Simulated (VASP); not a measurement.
# HgTe (Coloradoite) (F-43m) in VASP: a series of runs

HgTe (Coloradoite) is run at these levels: PBE; tasks: single point.

All numbers are computed with VASP 6.6.1; they aren't measurements. Logs are shortened: lines on timing, memory, paths and dates and some standing lists are left out, and cuts for length are marked.

## Step 1: The cell of the first run

The structure is cubic, space group F-43m (No. 216). The conventional cell has a = 6.054 Å, b = 6.054 Å, c = 6.054 Å, α = 90.00°, β = 90.00°, γ = 90.00°. Hg (site symmetry -43m) has 4 Te at 2.62 Å within 3.5 Å. Te (site symmetry -43m) has 4 Hg at 2.62 Å within 3.5 Å.

## Step 2: Single point, PBE

INCAR reads:

```
SYSTEM = HgTe
PREC     = Accurate       ! precision mode
ENCUT    = 520            ! plane-wave cutoff, eV
EDIFF    = 1E-7           ! SCF threshold, eV
ISMEAR   = -1             ! smearing method
SIGMA    = 0.05           ! smearing width, eV
LREAL    = .False.        ! projectors in reciprocal space
LASPH    = .True.         ! aspherical terms in the spheres
NELM     = 100            ! most SCF steps
ALGO     = Normal         ! electronic algorithm
ISIF     = 2              ! what is computed and relaxed
LWAVE    = .False.        ! write WAVECAR
LCHARG   = .False.        ! write CHGCAR
GGA      = PE             ! functional
NBANDS   = 16             ! bands
```

KPOINTS reads:

```
regular mesh
0
Gamma
  7 7 7
  0 0 0
```

POSCAR reads:

```
HgTe
1.0
    0.0000000000      3.0271715466      3.0271715466
    3.0271715466      0.0000000000      3.0271715466
    3.0271715466      3.0271715466      0.0000000000
Hg Te
1 1
Direct
    0.0000000000      0.0000000000      0.0000000000
    0.7500000000      0.7500000000      0.7500000000
```

Potentials or basis: VASP PAW PBE potentials, release 64 (Hg, Te).

On the command line:

```sh
$ cat potpaw_PBE.64/Hg/POTCAR potpaw_PBE.64/Te/POTCAR > POTCAR
$ mpirun -np 1 vasp_std > vasp.out
```

OUTCAR:

```text
SYSTEM = HgTe
   PREC = Accurate
   ENCUT = 520
   EDIFF = 1E-7
   ISMEAR = -1
   LREAL = .False.
   LASPH = .True.
   NELM = 100
   ISIF = 2
   GGA = PE

 ion  position               nearest neighbor table
   1  0.000  0.000  0.000-   2 2.62   2 2.62   2 2.62   2 2.62
   2  0.750  0.750  0.750-   1 2.62   1 2.62   1 2.62   1 2.62

  LATTYP: Found a face centered cubic cell.
 ALAT       =     6.0543430932

  Lattice vectors:

 A1 = (   0.0000000000,   3.0271715466,   3.0271715466)
 A2 = (   3.0271715466,   0.0000000000,   3.0271715466)
 A3 = (   3.0271715466,   3.0271715466,   0.0000000000)

Analysis of symmetry for initial positions (statically):
=====================================================================
 Subroutine PRICEL returns:
 Original cell was already a primitive cell.

 Routine SETGRP: Setting up the symmetry group for a
 face centered cubic supercell.

 Subroutine GETGRP returns: Found 24 space group operations
 (whereof 24 operations were pure point group operations)
 out of a pool of 48 trial point group operations.

The static configuration has the point symmetry T_d .

Analysis of symmetry for dynamics (positions and initial velocities):
=====================================================================
 Subroutine PRICEL returns:
 Original cell was already a primitive cell.

 Routine SETGRP: Setting up the symmetry group for a
 face centered cubic supercell.

 Subroutine GETGRP returns: Found 24 space group operations
 (whereof 24 operations were pure point group operations)
 out of a pool of 48 trial point group operations.

The dynamic configuration has the point symmetry T_d .

 Subroutine INISYM returns: Found 24 space group operations
 (whereof 24 operations are pure point group operations),
 and found     1 'primitive' translations

----------------------------------------------------------------------------------------

                                     Primitive cell

  volume of cell :      55.4806

  direct lattice vectors                    reciprocal lattice vectors
     0.000000000  3.027171547  3.027171547    -0.165170686  0.165170686  0.165170686
     3.027171547  0.000000000  3.027171547     0.165170686 -0.165170686  0.165170686
     3.027171547  3.027171547  0.000000000     0.165170686  0.165170686 -0.165170686

  length of vectors
     4.281067057  4.281067057  4.281067057     0.286084020  0.286084020  0.286084020

  position of ions in fractional coordinates (direct lattice)
     0.000000000  0.000000000  0.000000000
     0.750000000  0.750000000  0.750000000

  ion indices of the primitive-cell ions
   primitive index   ion index
                 1           1
                 2           2

----------------------------------------------------------------------------------------

 KPOINTS: regular mesh

Automatic generation of k-mesh.
 Grid dimensions read from file:
 generate k-points for:    7    7    7

 Generating k-lattice:

  Cartesian coordinates                     Fractional coordinates (reciprocal lattice)
    -0.023595812  0.023595812  0.023595812     0.142857143  0.000000000  0.000000000
     0.023595812 -0.023595812  0.023595812     0.000000000  0.142857143  0.000000000
     0.023595812  0.023595812 -0.023595812     0.000000000  0.000000000  0.142857143

  Length of vectors
     0.040869146  0.040869146  0.040869146

  Shift w.r.t. Gamma in fractional coordinates (k-lattice)
     0.000000000  0.000000000  0.000000000

 Subroutine IBZKPT returns following result:
 ===========================================

 Found     20 irreducible k-points:

 Following reciprocal coordinates:
            Coordinates               Weight
  0.000000  0.000000  0.000000      1.000000
  0.142857  0.000000  0.000000      8.000000
  0.285714  0.000000  0.000000      8.000000
  0.428571  0.000000  0.000000      8.000000
  0.142857  0.142857  0.000000      6.000000
  0.285714  0.142857  0.000000     24.000000
[... 12 lines left out ...]
 -0.428571  0.428571  0.142857     24.000000
 -0.285714  0.428571  0.142857     24.000000
   k-points           NKPTS =     20   k-points in BZ     NKDIM =     20   number of bands    NBANDS=     16
   number of dos      NEDOS =    301   number of ions     NIONS =      2
   total plane-waves  NPLWV =  32768
   dimension x,y,z NGX =    32 NGY =   32 NGZ =   32
   dimension x,y,z NGXF=    64 NGYF=   64 NGZF=   64
   ions per type =               1   1
   NGX,Y,Z   is equivalent  to a cutoff of  12.43, 12.43, 12.43 a.u.
   NGXF,Y,Z  is equivalent  to a cutoff of  24.85, 24.85, 24.85 a.u.
 SYSTEM =  HgTe
   PREC   = accura    normal or accurate (medium, high low for compatibility)
   ISTART =      0    job   : 0-new  1-cont  2-samecut
   ICHARG =      2    charge: 1-file 2-atom 10-const
   ISPIN  =      1    spin polarized calculation?
   LNONCOLLINEAR =      F non collinear calculations
   LSORBIT =      F    spin-orbit coupling
   LASPH  =      T    aspherical Exc in radial PAW
   ENCUT  =  520.0 eV  38.22 Ry    6.18 a.u.   7.96  7.96  7.96*2*pi/ulx,y,z
   NELM   =    100;   NELMIN=  2; NELMDL= -5     # of ELM steps
   EDIFF  = 0.1E-06   stopping-criterion for ELM
   LREAL  =      F    real-space projection
   EDIFFG = 0.1E-05   stopping-criterion for IOM
   NSW    =      0    number of steps for IOM
   IBRION =     -1    ionic relax: 0-MD 1-quasi-New 2-CG
   NFREE  =      0    steps in history (QN), initial steepest desc. (CG)
   ISIF   =      2    stress and relaxation
   ISYM   =      2    0-nonsym 1-usesym 2-fastsym
   POTIM  = 0.5000    time-step for ionic-motion
   TEBEG  =    0.0;   TEEND  =   0.0 temperature during run
   PSTRESS=    0.0 pullay stress
   NELECT =      18.0000    total number of electrons
   NUPDOWN=      -1.0000    fix difference up-down
   EMIN   =  10.00;   EMAX   =-10.00  energy-range for DOS
   EFERMI =   0.00;   METHOD = LEGACY
   ISMEAR =    -1;   SIGMA  =   0.05  broadening in eV -4-tet -1-fermi 0-gaus
   EFERMI_NEDOS =   21; number of points for ismear=-14 and -15
   IALGO  =     38    algorithm
   IMIX   =      4    mixing-type and parameters
     AMIX     =   0.40;   BMIX     =  1.00
     AMIX_MAG =   1.60;   BMIX_MAG =  1.00
  volume/ion in A,a.u.               =      27.74       187.20
  Fermi-wavevector in a.u.,A,eV,Ry     =   1.124912  2.125776 17.217186  1.265428
  Thomas-Fermi vector in A             =   2.261587
   LORBIT       =      0    0 simple, 1 ext, 2 COOP (PROOUT), +10 PAW based schemes
   GGA     = PE    functional components
   LHFCALC =     F    Hartree Fock is set to
   AEXX    =    0.0000 exact exchange contribution
   IVDW    =     0    specifies the selected vdW correction
   LEPSILON=     F    determine dielectric tensor
   LRPA    =     F    only Hartree local field effects (RPA)
 non-spin polarized calculation
  energy-cutoff  :      520.00
  volume of cell :       55.48
 maximum number of plane-waves:      1508
   NGX = 15   NGY = 15   NGZ = 15

 number of electron      18.0000002 magnetization

 Free energy of the ion-electron system (eV)
  ---------------------------------------------------
  ext. energy  EPLUGINS =         0.00000000
  ---------------------------------------------------
  free energy    TOTEN  =        -2.78286054 eV

  energy without entropy =       -2.78227326  energy(sigma->0) =       -2.78256690

 E-fermi :   5.5087     XC(G=0):  -9.6706

 val. band max:        5.4728971838   @ k =   0.0000   0.0000   0.0000
 cond. band min:       6.1905382136   @ k =   0.4286   0.0000   0.0000
 fundamental gap:      0.7176410297
 Fermi energy:         5.5087461153

 k-point     1 :       0.0000    0.0000    0.0000
  band No.  band energies     occupation
      1      -8.1963      2.00000
      2      -3.2812      2.00000
      3      -3.2812      2.00000
      4      -3.2812      2.00000
      5      -2.4817      2.00000
      6      -2.4817      2.00000
[... 8 lines left out ...]
     15      15.1080      0.00000
     16      15.1080      0.00000

 k-point     2 :       0.1429    0.0000    0.0000
  band No.  band energies     occupation
      1      -8.0523      2.00000
      2      -3.2513      2.00000
      3      -3.2401      2.00000
      4      -3.2401      2.00000
      5      -2.4873      2.00000
      6      -2.4873      2.00000
[... 8 lines left out ...]
     15      14.0238      0.00000
     16      14.0238      0.00000

 k-point     3 :       0.2857    0.0000    0.0000
  band No.  band energies     occupation
      1      -7.7043      2.00000
      2      -3.1574      2.00000
      3      -3.1574      2.00000
      4      -3.0480      2.00000
      5      -2.4826      2.00000
      6      -2.4826      2.00000
[... 8 lines left out ...]
     15      14.0415      0.00000
     16      14.0415      0.00000

 k-point     4 :       0.4286    0.0000    0.0000
  band No.  band energies     occupation
      1      -7.3996      2.00000
      2      -3.1064      2.00000
      3      -3.1064      2.00000
      4      -2.4549      2.00000
      5      -2.4549      2.00000
      6      -2.4135      2.00000
[... 8 lines left out ...]
     15      15.2584      0.00000
     16      15.2584      0.00000
[... 248 lines left out ...]
 k-point    18 :      -0.4286    0.2857    0.1429
  band No.  band energies     occupation
      1      -7.2086      2.00000
      2      -3.0465      2.00000
      3      -2.9822      2.00000
      4      -2.6379      2.00000
      5      -2.4714      2.00000
      6      -2.1340      2.00000
[... 8 lines left out ...]
     15      15.5583      0.00000
     16      16.2470      0.00000

 k-point    19 :      -0.4286    0.4286    0.1429
  band No.  band energies     occupation
      1      -7.1040      2.00000
      2      -3.0710      2.00000
      3      -2.8687      2.00000
      4      -2.7273      2.00000
      5      -2.4382      2.00000
      6      -1.9439      2.00000
[... 8 lines left out ...]
     15      16.6652      0.00000
     16      17.1566      0.00000

 k-point    20 :      -0.2857    0.4286    0.1429
  band No.  band energies     occupation
      1      -7.0781      2.00000
      2      -3.0172      2.00000
      3      -2.8838      2.00000
      4      -2.6043      2.00000
      5      -2.5251      2.00000
      6      -1.7015      2.00000
[... 8 lines left out ...]
     15      15.8858      0.00000
     16      17.9188      0.00000

------------------------ aborting loop because EDIFF is reached ----------------------------------------

  FORCE on cell =-STRESS in cart. coord.  units (eV):
  Direction    XX          YY          ZZ          XY          YZ          ZX
  --------------------------------------------------------------------------------------
  -------------------------------------------------------------------------------------
  Total        7.0000730      7.0000730      7.0000730     -0.0000000      0.0000000     -0.0000000
  in kB      202.1492157    202.1492157    202.1492157     -0.0000000      0.0000000     -0.0000000
  external PRESSURE =     202.1492157 kB  Pullay stress =       0.0000000 kB

 VOLUME and BASIS-vectors are now :
 -----------------------------------------------------------------------------
  energy-cutoff  :      520.00
  volume of cell :       55.48
      direct lattice vectors                 reciprocal lattice vectors
     0.000000000  3.027171547  3.027171547    -0.165170686  0.165170686  0.165170686
     3.027171547  0.000000000  3.027171547     0.165170686 -0.165170686  0.165170686
     3.027171547  3.027171547  0.000000000     0.165170686  0.165170686 -0.165170686

 POSITION                                       TOTAL-FORCE (eV/Angst)
 -----------------------------------------------------------------------------------
      0.00000      0.00000      0.00000        -0.000000     -0.000000     -0.000000
      4.54076      4.54076      4.54076         0.000000      0.000000      0.000000
 -----------------------------------------------------------------------------------
    total drift:                                0.000000      0.000000      0.000000

  FREE ENERGIE OF THE ION-ELECTRON SYSTEM (eV)
  ---------------------------------------------------
  free  energy   TOTEN  =        -2.7828605425 eV

  energy  without entropy=       -2.7822732609  energy(sigma->0) =       -2.78256690
```

Run time: 34 s. Hardware: 1 thread of Intel Xeon Platinum 8488C (Sapphire Rapids), shared host; peak memory 0.17 GiB.

Results:

* Free energy: -2.7829 eV
* Pressure: 20.2 GPa
* Band gap on the k mesh: zero (filled and empty bands touch)

Levels at points of the mesh, in eV from the Fermi level:
```tsv
k point	band 7	band 8	band 9	band 10	band 11	band 12
(0.00, 0.00, 0.00)	-0.24	-0.04	-0.04	-0.04	3.74	3.74
```

Caveat: spin-orbit coupling is left out, which moves the levels of the heavy elements.

## Step 3: Single point, PBE

This run uses another cell than the first one, of 30.65 Å³/atom, 1.105 times its volume.

INCAR reads:

```
SYSTEM = HgTe
PREC = Accurate ; ENCUT = 520
EDIFF = 1E-6 ; ISMEAR = -1
SIGMA = 0.05 ; LREAL = .FALSE.
LASPH = .TRUE. ; NELM = 100
ALGO = Normal ; ISIF = 2
LWAVE = .FALSE. ; LCHARG = .TRUE.
GGA = PE ; LELF = .TRUE.
LVHAR = .TRUE. ; NBANDS = 16
```

KPOINTS reads:

```
Automatic mesh
0
G
  7 7 7
  0 0 0
```

POSCAR reads:

```
HgTe
1.0
    0.0000000000      3.1296528858      3.1296528858
    3.1296528858      0.0000000000      3.1296528858
    3.1296528858      3.1296528858      0.0000000000
Hg Te
1 1
Direct
    0.0000000000      0.0000000000      0.0000000000
    0.7500000000      0.7500000000      0.7500000000
```

Potentials or basis: VASP PAW PBE potentials, release 64 (Hg, Te).

On the command line:

```sh
$ cat potpaw_PBE.64/Hg/POTCAR potpaw_PBE.64/Te/POTCAR > POTCAR
$ mpirun -np 1 vasp_std > vasp.out
```

It took 47 s on 1 thread of Intel Xeon Platinum 8488C (Sapphire Rapids), shared host; peak memory 0.2 GiB.

Results (log left out):

```yaml
Free_energy: -3.3207 eV
Pressure: 10.1 GPa
Band_gap_on_the_k_mesh: zero (filled and empty bands touch)
```

Levels at points of the mesh, in eV from the Fermi level:
| k point | band 5 | band 6 | band 7 | band 8 | band 9 | band 10 | band 11 | band 12 | band 13 | band 14 |
| --- | --- | --- | --- | --- | --- | --- | --- | --- | --- | --- |
| (0.00, 0.00, 0.00) | -7.36 | -7.36 | -0.52 | -0.04 | -0.04 | -0.04 | 3.99 | 3.99 | 3.99 | 6.38 |

Caveat: spin-orbit coupling is left out, which moves the levels of the heavy elements.

[end of part 1 of 2]
